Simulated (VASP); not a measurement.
# CdTe (F-43m) in VASP: notebook, part 2 of 2

VASP 6.6.1.

### Step 4. Single point, PBE (strained)

Input file INCAR:

```
ALGO = Normal
EDIFF = 1E-7
ENCUT = 520
GGA = PE
ISIF = 2
ISMEAR = 0
LASPH = T
LCHARG = F
LREAL = F
LWAVE = F
NBANDS = 16
NELM = 60
PREC = Accurate
SIGMA = 0.02
```

Input file KPOINTS:

```
k-points
0
Gamma
  8 8 8
```

Input file POSCAR:

```
CdTe
1.0
    0.0000000000      3.1269582500      3.1269582500
    3.1269582500      0.0000000000      3.1269582500
    3.1269582500      3.1269582500      0.0000000000
Cd Te
1 1
Direct
    0.0000000000      0.0000000000      0.0000000000
    0.7500000000      0.7500000000      0.7500000000
```

Potentials or basis: VASP PAW PBE potentials, release 64 (Cd, Te).

Command:

```console
$ cat potpaw_PBE.64/Cd/POTCAR potpaw_PBE.64/Te/POTCAR > POTCAR
$ mpirun -np 1 vasp_std > vasp.out
```

OUTCAR:

```text
EDIFF = 1E-7
   ENCUT = 520
   GGA = PE
   ISIF = 2
   ISMEAR = 0
   LASPH = T
   LREAL = F
   NELM = 60
   PREC = Accurate

 ion  position               nearest neighbor table
   1  0.000  0.000  0.000-   2 2.71   2 2.71   2 2.71   2 2.71
   2  0.750  0.750  0.750-   1 2.71   1 2.71   1 2.71   1 2.71

  LATTYP: Found a face centered cubic cell.
 ALAT       =     6.2539165000

  Lattice vectors:

 A1 = (   0.0000000000,   3.1269582500,   3.1269582500)
 A2 = (   3.1269582500,   0.0000000000,   3.1269582500)
 A3 = (   3.1269582500,   3.1269582500,   0.0000000000)

Analysis of symmetry for initial positions (statically):
=====================================================================
 Subroutine PRICEL returns:
 Original cell was already a primitive cell.

 Routine SETGRP: Setting up the symmetry group for a
 face centered cubic supercell.

 Subroutine GETGRP returns: Found 24 space group operations
 (whereof 24 operations were pure point group operations)
 out of a pool of 48 trial point group operations.

[... 156 lines left out ...]
  ---------------------------------------------------
  ext. energy  EPLUGINS =         0.00000000
  ---------------------------------------------------
  free energy    TOTEN  =        -4.53260877 eV

  energy without entropy =       -4.53260877  energy(sigma->0) =       -4.53260877

 E-fermi :   3.5450     XC(G=0):  -9.0687

 val. band max:        3.3936925478   @ k =   0.0000   0.0000   0.0000
 cond. band min:       4.4996370480   @ k =   0.0000   0.0000   0.0000
 fundamental gap:      1.1059445002
 Fermi energy:         3.5449528569

 k-point     1 :       0.0000    0.0000    0.0000
  band No.  band energies     occupation
      1      -8.4575      2.00000
      2      -5.3295      2.00000
      3      -5.3295      2.00000
      4      -5.3295      2.00000
      5      -4.9808      2.00000
      6      -4.9808      2.00000
[... 433 lines left out ...]
      3      -5.1944      2.00000
      4      -5.0049      2.00000
      5      -4.9751      2.00000
      6      -4.4089      2.00000
[... 8 lines left out ...]
     15      13.6486      0.00000
     16      14.3425      0.00000

 [... further k-points ...]
[... 5 lines left out ...]
  --------------------------------------------------------------------------------------
  -------------------------------------------------------------------------------------
  Total        3.4961291      3.4961291      3.4961291      0.0000000      0.0000000      0.0000000
  in kB       91.6013344     91.6013344     91.6013344      0.0000000      0.0000000      0.0000000
  external PRESSURE =      91.6013344 kB  Pullay stress =       0.0000000 kB

 VOLUME and BASIS-vectors are now :
 -----------------------------------------------------------------------------
  energy-cutoff  :      520.00
  volume of cell :       61.15
      direct lattice vectors                 reciprocal lattice vectors
     0.000000000  3.126958250  3.126958250    -0.159899800  0.159899800  0.159899800
     3.126958250  0.000000000  3.126958250     0.159899800 -0.159899800  0.159899800
     3.126958250  3.126958250  0.000000000     0.159899800  0.159899800 -0.159899800

 POSITION                                       TOTAL-FORCE (eV/Angst)
 -----------------------------------------------------------------------------------
      0.00000      0.00000      0.00000         0.000000      0.000000     -0.000000
      4.69044      4.69044      4.69044        -0.000000     -0.000000      0.000000
 -----------------------------------------------------------------------------------
    total drift:                                0.000000      0.000000      0.000000

  FREE ENERGIE OF THE ION-ELECTRON SYSTEM (eV)
  ---------------------------------------------------
  free  energy   TOTEN  =        -4.5326087704 eV

  energy  without entropy=       -4.5326087704  energy(sigma->0) =       -4.53260877
```

OSZICAR:

```text
N       E                     dE             d eps       ncg     rms          rms(c)
DAV:   1     0.103557832722E+03    0.10356E+03   -0.83544E+03   944   0.980E+02
DAV:   2    -0.127033400261E+01   -0.10483E+03   -0.99568E+02  1112   0.241E+02
DAV:   3    -0.473253870538E+01   -0.34622E+01   -0.34582E+01  1144   0.458E+01
DAV:   4    -0.476157680683E+01   -0.29038E-01   -0.29037E-01  1368   0.375E+00
DAV:   5    -0.476164630889E+01   -0.69502E-04   -0.69502E-04  1176   0.164E-01    0.709E+00
DAV:   6    -0.454861671480E+01    0.21303E+00   -0.36890E-01  1120   0.806E+00    0.554E+00
DAV:   7    -0.453166164289E+01    0.16955E-01   -0.12457E-01  1080   0.237E+00    0.191E+00
DAV:   8    -0.453227298940E+01   -0.61135E-03   -0.13213E-02   992   0.137E+00    0.543E-01
DAV:   9    -0.453252031435E+01   -0.24732E-03   -0.10043E-03  1128   0.356E-01    0.144E-01
DAV:  10    -0.453257804051E+01   -0.57726E-04   -0.11731E-04  1192   0.101E-01    0.567E-02
DAV:  11    -0.453260865104E+01   -0.30611E-04   -0.55174E-05  1048   0.587E-02    0.224E-02
DAV:  12    -0.453260806468E+01    0.58636E-06   -0.29218E-06  1104   0.195E-02    0.105E-02
DAV:  13    -0.453260880358E+01   -0.73890E-06   -0.38738E-06  1064   0.116E-02    0.125E-02
DAV:  14    -0.453260877041E+01    0.33176E-07   -0.38986E-07  1200   0.553E-03
   1 F= -.45326088E+01 E0= -.45326088E+01  d E =-.952792E-29
```

stdout:

```text
POSCAR found type information on POSCAR CdTe
 POSCAR found :  2 types and       2 ions
 scaLAPACK will be used
 LDA part: xc-table for (Slater+PW92), standard interpolation
 POSCAR, INCAR and KPOINTS ok, starting setup
 FFT: planning ... GRIDC
 FFT: planning ... GRID_SOFT
 FFT: planning ... GRID
 WAVECAR not read
 entering main loop
```

It took 41 s on 1 thread of Intel Xeon Platinum 8259CL at 2.50GHz (Skylake/Cascade Lake), shared host; peak memory 0.21 GiB.

Results:

- Free energy: -4.5326 eV
- Pressure: 9.2 GPa
- Band gap on the k mesh: 1.11 eV

Caveat: the cell differs from its parent crystal (strained); the cell stands under pressure; spin-orbit coupling is left out, which moves the levels of the heavy elements.

### Step 5. Single point, PBE (strained)

Input file INCAR:

```
SYSTEM = CdTe
  PREC = Accurate
  ENCUT = 520
  EDIFF = 1E-6
  ISMEAR = 0
  SIGMA = 0.02
  LREAL = .FALSE.
  LASPH = .TRUE.
  NELM = 80
  ALGO = Normal
  ISIF = 2
  LWAVE = .FALSE.
  LCHARG = .FALSE.
  GGA = PE
  NBANDS = 16
```

Input file KPOINTS:

```
Automatic mesh
0
G
  8 8 8
  0 0 0
```

Input file POSCAR:

```
CdTe
1.0
    0.0000000000      3.1695527000      3.1695527000
    3.1695527000      0.0000000000      3.1695527000
    3.1695527000      3.1695527000      0.0000000000
Cd Te
1 1
Direct
    0.0000000000      0.0000000000      0.0000000000
    0.7500000000      0.7500000000      0.7500000000
```

Potentials or basis: VASP PAW PBE potentials, release 64 (Cd, Te).

Command:

```console
$ cat potpaw_PBE.64/Cd/POTCAR potpaw_PBE.64/Te/POTCAR > POTCAR
$ mpirun -np 1 vasp_std > vasp.out
```

OUTCAR:

```text
SYSTEM = CdTe
   PREC = Accurate
   ENCUT = 520
   EDIFF = 1E-6
   ISMEAR = 0
   LREAL = .FALSE.
   LASPH = .TRUE.
   NELM = 80
   ISIF = 2
   GGA = PE

 ion  position               nearest neighbor table
   1  0.000  0.000  0.000-   2 2.74   2 2.74   2 2.74   2 2.74
   2  0.750  0.750  0.750-   1 2.74   1 2.74   1 2.74   1 2.74

  LATTYP: Found a face centered cubic cell.
 ALAT       =     6.3391054000

  Lattice vectors:

 A1 = (   0.0000000000,   3.1695527000,   3.1695527000)
 A2 = (   3.1695527000,   0.0000000000,   3.1695527000)
 A3 = (   3.1695527000,   3.1695527000,   0.0000000000)

Analysis of symmetry for initial positions (statically):
=====================================================================
 Subroutine PRICEL returns:
 Original cell was already a primitive cell.

 Routine SETGRP: Setting up the symmetry group for a
 face centered cubic supercell.

 Subroutine GETGRP returns: Found 24 space group operations
 (whereof 24 operations were pure point group operations)
 out of a pool of 48 trial point group operations.

The static configuration has the point symmetry T_d .

Analysis of symmetry for dynamics (positions and initial velocities):
=====================================================================
 Subroutine PRICEL returns:
 Original cell was already a primitive cell.

 Routine SETGRP: Setting up the symmetry group for a
 face centered cubic supercell.

 Subroutine GETGRP returns: Found 24 space group operations
 (whereof 24 operations were pure point group operations)
 out of a pool of 48 trial point group operations.

The dynamic configuration has the point symmetry T_d .

 Subroutine INISYM returns: Found 24 space group operations
 (whereof 24 operations are pure point group operations),
 and found     1 'primitive' translations

----------------------------------------------------------------------------------------

[... 105 lines left out ...]
   EMIN   =  10.00;   EMAX   =-10.00  energy-range for DOS
   EFERMI =   0.00;   METHOD = LEGACY
   ISMEAR =     0;   SIGMA  =   0.02  broadening in eV -4-tet -1-fermi 0-gaus
   EFERMI_NEDOS =   21; number of points for ismear=-14 and -15
   IALGO  =     38    algorithm
   IMIX   =      4    mixing-type and parameters
     AMIX     =   0.40;   BMIX     =  1.00
     AMIX_MAG =   1.60;   BMIX_MAG =  1.00
  volume/ion in A,a.u.               =      31.84       214.88
  Fermi-wavevector in a.u.,A,eV,Ry     =   1.074379  2.030283 15.705085  1.154291
  Thomas-Fermi vector in A             =   2.210206
   LORBIT       =      0    0 simple, 1 ext, 2 COOP (PROOUT), +10 PAW based schemes
   GGA     = PE    functional components
   LHFCALC =     F    Hartree Fock is set to
   AEXX    =    0.0000 exact exchange contribution
   IVDW    =     0    specifies the selected vdW correction
   LEPSILON=     F    determine dielectric tensor
   LRPA    =     F    only Hartree local field effects (RPA)
 non-spin polarized calculation
 Gauss-broadening in eV      SIGMA  =   0.02
  energy-cutoff  :      520.00
  volume of cell :       63.68
 maximum number of plane-waves:      1732
 NGX is ok and might be reduce to    36
   NGX = 17   NGY = 17   NGZ = 17

 number of electron      18.0000004 magnetization

 Free energy of the ion-electron system (eV)
  ---------------------------------------------------
  ext. energy  EPLUGINS =         0.00000000
  ---------------------------------------------------
  free energy    TOTEN  =        -4.65457600 eV

  energy without entropy =       -4.65457600  energy(sigma->0) =       -4.65457600

 E-fermi :   3.0677     XC(G=0):  -8.8835

 val. band max:        2.9786326887   @ k =   0.0000   0.0000   0.0000
 cond. band min:       3.9561832007   @ k =   0.0000   0.0000   0.0000
 fundamental gap:      0.9775505120
 Fermi energy:         3.0677398824

 k-point     1 :       0.0000    0.0000    0.0000
  band No.  band energies     occupation
      1      -8.5999      2.00000
      2      -5.5619      2.00000
      3      -5.5619      2.00000
      4      -5.5619      2.00000
      5      -5.2487      2.00000
      6      -5.2487      2.00000
[... 433 lines left out ...]
      3      -5.4406      2.00000
      4      -5.2691      2.00000
      5      -5.2430      2.00000
      6      -4.7266      2.00000
[... 8 lines left out ...]
     15      13.1907      0.00000
     16      13.8046      0.00000

 [... further k-points ...]
[... 5 lines left out ...]
  --------------------------------------------------------------------------------------
  -------------------------------------------------------------------------------------
  Total        2.5291002      2.5291002      2.5291002     -0.0000000      0.0000000      0.0000000
  in kB       63.6286483     63.6286483     63.6286483     -0.0000000      0.0000000      0.0000000
  external PRESSURE =      63.6286483 kB  Pullay stress =       0.0000000 kB

 VOLUME and BASIS-vectors are now :
 -----------------------------------------------------------------------------
  energy-cutoff  :      520.00
  volume of cell :       63.68
      direct lattice vectors                 reciprocal lattice vectors
     0.000000000  3.169552700  3.169552700    -0.157750966  0.157750966  0.157750966
     3.169552700  0.000000000  3.169552700     0.157750966 -0.157750966  0.157750966
     3.169552700  3.169552700  0.000000000     0.157750966  0.157750966 -0.157750966

 POSITION                                       TOTAL-FORCE (eV/Angst)
 -----------------------------------------------------------------------------------
      0.00000      0.00000      0.00000        -0.000000     -0.000000     -0.000000
      4.75433      4.75433      4.75433         0.000000      0.000000      0.000000
 -----------------------------------------------------------------------------------
    total drift:                                0.000000      0.000000      0.000000

  FREE ENERGIE OF THE ION-ELECTRON SYSTEM (eV)
  ---------------------------------------------------
  free  energy   TOTEN  =        -4.6545759995 eV

  energy  without entropy=       -4.6545759995  energy(sigma->0) =       -4.65457600
```

OSZICAR:

```text
N       E                     dE             d eps       ncg     rms          rms(c)
DAV:   1     0.102731086636E+03    0.10273E+03   -0.83684E+03   928   0.987E+02
DAV:   2    -0.122487262144E+01   -0.10396E+03   -0.98841E+02  1120   0.239E+02
DAV:   3    -0.484912458266E+01   -0.36243E+01   -0.36193E+01  1160   0.466E+01
DAV:   4    -0.488202068814E+01   -0.32896E-01   -0.32895E-01  1408   0.385E+00
DAV:   5    -0.488209404507E+01   -0.73357E-04   -0.73357E-04  1192   0.175E-01    0.648E+00
DAV:   6    -0.466971545642E+01    0.21238E+00   -0.36785E-01  1120   0.776E+00    0.515E+00
DAV:   7    -0.465347007459E+01    0.16245E-01   -0.11763E-01  1048   0.227E+00    0.185E+00
DAV:   8    -0.465421052450E+01   -0.74045E-03   -0.12249E-02  1016   0.130E+00    0.516E-01
DAV:   9    -0.465448458549E+01   -0.27406E-03   -0.96702E-04  1096   0.345E-01    0.132E-01
DAV:  10    -0.465454325679E+01   -0.58671E-04   -0.11645E-04  1184   0.101E-01    0.563E-02
DAV:  11    -0.465457696627E+01   -0.33709E-04   -0.62562E-05  1048   0.589E-02    0.279E-02
DAV:  12    -0.465457599948E+01    0.96679E-06   -0.28358E-06  1136   0.175E-02
   1 F= -.46545760E+01 E0= -.46545760E+01  d E =-.158288E-12
```

It took 36 s on 1 thread of Intel Xeon Platinum 8259CL at 2.50GHz (Skylake/Cascade Lake), shared host; peak memory 0.21 GiB.

Results:

| Property | Result |
| --- | --- |
| Free energy | -4.6546 eV |
| Pressure | 6.4 GPa |
| Band gap on the k mesh | 0.98 eV |

Caveat: the cell differs from its parent crystal (strained); the cell stands under pressure; spin-orbit coupling is left out, which moves the levels of the heavy elements.

### Step 6. Single point, PBE (strained)

Input file INCAR:

```
SYSTEM = CdTe
ALGO = Normal ; EDIFF = 1E-7
ENCUT = 520 ; GGA = PE
ISIF = 2 ; ISMEAR = 0
LASPH = .TRUE. ; LCHARG = .TRUE.
LELF = .TRUE. ; LREAL = .FALSE.
LVHAR = .TRUE. ; LWAVE = .FALSE.
NBANDS = 16 ; NELM = 100
PREC = Accurate ; SIGMA = 0.02
```

Input file KPOINTS:

```
k-points
0
G
  8 8 8
  0 0 0
```

Input file POSCAR:

```
CdTe
1.0
    0.0000000000      3.1714757000      3.1714757000
    3.1714757000      0.0000000000      3.1714757000
    3.1714757000      3.1714757000      0.0000000000
Cd Te
1 1
Direct
    0.0000000000      0.0000000000      0.0000000000
    0.7500000000      0.7500000000      0.7500000000
```

Potentials or basis: VASP PAW PBE potentials, release 64 (Cd, Te).

Command:

```console
$ cat potpaw_PBE.64/Cd/POTCAR potpaw_PBE.64/Te/POTCAR > POTCAR
$ mpirun -np 1 vasp_std > vasp.out
```

Wall time 48 s (1 thread of Intel Xeon Platinum 8259CL at 2.50GHz (Skylake/Cascade Lake), shared host); peak memory 0.21 GiB.

Results (log left out):

* Free energy: -4.6591 eV
* Pressure: 6.2 GPa
* Band gap on the k mesh: 0.97 eV

Levels at points of the mesh, in eV from the valence-band top:
```
           k point  band 5  band 6  band 7  band 8  band 9  band 10  band 11  band 12  band 13  band 14
(0.00, 0.00, 0.00)   -8.22   -8.22    0.00    0.00    0.00     0.97     4.55     4.55     4.55     7.54
(0.50, 0.00, 0.00)   -8.21   -7.81   -4.81   -0.88   -0.88     1.88     5.15     5.15     7.10     8.91
(0.50, 0.50, 0.00)   -8.19   -7.65   -4.63   -2.10   -2.10     2.45     2.64     9.21     9.46     9.46
```

Caveat: the cell differs from its parent crystal (strained); the cell stands under pressure; spin-orbit coupling is left out, which moves the levels of the heavy elements.

### Step 7. Summary

```tsv
level	cell	gap on the mesh (eV)	pressure (GPa)
PBE	a = 4.356 Å, angles 60.0°, 2 atoms	1.25	12.9
PBE+D3(BJ)	a = 4.356 Å, angles 60.0°, 2 atoms	1.25	10.4
PBE	a = 4.422 Å, angles 60.0°, 2 atoms	1.11	9.2
PBE	a = 4.482 Å, angles 60.0°, 2 atoms	0.98	6.4
PBE	a = 4.485 Å, angles 60.0°, 2 atoms	0.97	6.2
```

Alike in all rows: task single point; potentials or basis VASP PAW PBE potentials, release 64 (Cd, Te); no spin polarisation; k mesh 8 × 8 × 8; cutoff (eV) 520; smearing gaussian 0.02 eV.

Caveats: the cell stands under pressure; spin-orbit coupling is left out, which moves the levels of the heavy elements; three body term missing (at least some runs).

Total energies depend on the potentials used, so only differences within one code and one set of settings carry meaning.
